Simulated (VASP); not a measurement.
Ni: single point with PBE

Ni:

```
Ni
1.0
     0.00000    1.70660    1.70660
     1.70660    0.00000    1.70660
     1.70660    1.70660    0.00000
Ni
1
Direct
  0.00000 0.00000 0.00000
```

This cell differs from its parent crystal: volume scaled by 0.911, to set the pressure.

```yaml
Program: VASP 6.6.1
Task: single point
Functional: PBE
Potentials_or_basis: VASP PAW PBE potentials, release 64 (Ni)
Cutoff: 520 eV
k_mesh: 19 × 19 × 19
Occupations: fermi-dirac, width 0.1 eV
Spin: collinear spin, ferromagnetic start
Starting_moments: "[1.0] μB"
Dipole_correction: no
Further_INCAR_settings: ALGO = Normal; EDIFF = 1e-07; NBANDS = 15
```

```yaml
Pressure: 22.5 GPa
Net_moment: 0.57 μB per cell
Site_moments: Ni +0.58 μB
Valence_electrons_inside_the_program's_atomic_spheres: Ni 9.49
```

Levels at points of the mesh, in eV from the Fermi level:
Spin up:
| k point | band 1 | band 2 | band 3 | band 4 | band 5 | band 6 | band 7 | band 8 | band 9 | band 10 |
| --- | --- | --- | --- | --- | --- | --- | --- | --- | --- | --- |
| (0.00, 0.00, 0.00) | -9.64 | -2.62 | -2.62 | -2.62 | -1.30 | -1.30 | 24.50 | 29.08 | 29.08 | 29.08 |
Spin down:
| k point | band 1 | band 2 | band 3 | band 4 | band 5 | band 6 | band 7 | band 8 | band 9 | band 10 |
| --- | --- | --- | --- | --- | --- | --- | --- | --- | --- | --- |
| (0.00, 0.00, 0.00) | -9.67 | -1.94 | -1.94 | -1.94 | -0.75 | -0.75 | 24.36 | 29.06 | 29.06 | 29.06 |

Wall time 44 s on 1 thread of Intel Xeon 6975P-C (shared host), peak memory 0.16 GiB.

Caveat: the cell differs from its parent crystal (volume scaled by 0.911, to set the pressure).
